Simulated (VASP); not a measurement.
Cu2H3, 5 atoms in the cell. Symmetry: P4mm, No. 99, tetragonal system. Conventional cell: a = 2.784 Å, b = 2.784 Å, c = 4.961 Å, α = 90.00°, β = 90.00°, γ = 90.00°. Within 2.2 Å of Cu (site symmetry 4mm) lie 5 H at 1.64 to 1.78 Å. Within 2.8 Å of Cu (site symmetry 4mm) lie 8 H at 1.97 to 2.71 Å and 8 Cu at 2.65 to 2.78 Å. Within 2.2 Å of H (site symmetry 2mm) lie 2 Cu at 1.64 Å and 4 H at 1.97 Å. Within 2.4 Å of H (site symmetry 4mm) lie 5 Cu at 1.78 to 1.97 Å. The cell was generated, and may not be a known phase.

* Program: VASP 6.6.1
* Task: relaxation of cell and atoms
* Functional: PBE
* Potentials or basis: VASP PAW PBE potentials, release 64 (Cu, H)
* Cutoff: 600 eV
* k mesh: 14 × 14 × 8
* Occupations: gaussian, width 0.1 eV
* Spin: no spin polarisation
* Dipole correction: no
* Further INCAR settings: ALGO = Normal; EDIFF = 1e-07; IBRION = 2; EDIFFG = -0.01; NSW = 100; ISIF = 3

Potentials or basis: VASP PAW PBE potentials, release 64 (Cu, H).

Launch:

```console
$ cat potpaw_PBE.64/Cu/POTCAR potpaw_PBE.64/H/POTCAR > POTCAR
$ mpirun -np 1 vasp_std > vasp.out
```

Hardware: 1 thread of Intel(R) Xeon(R) Platinum 8259CL CPU @ 2.50GHz (Skylake/Cascade Lake), on a shared host.

Question: How long does it take, and how much memory?

Answer: It took 5.3 min on 1 thread of Intel(R) Xeon(R) Platinum 8259CL CPU @ 2.50GHz (Skylake/Cascade Lake), with other jobs on the host, peak memory 0.25 GiB. Counts: scf iterations 38, k points 180, ion steps 4.
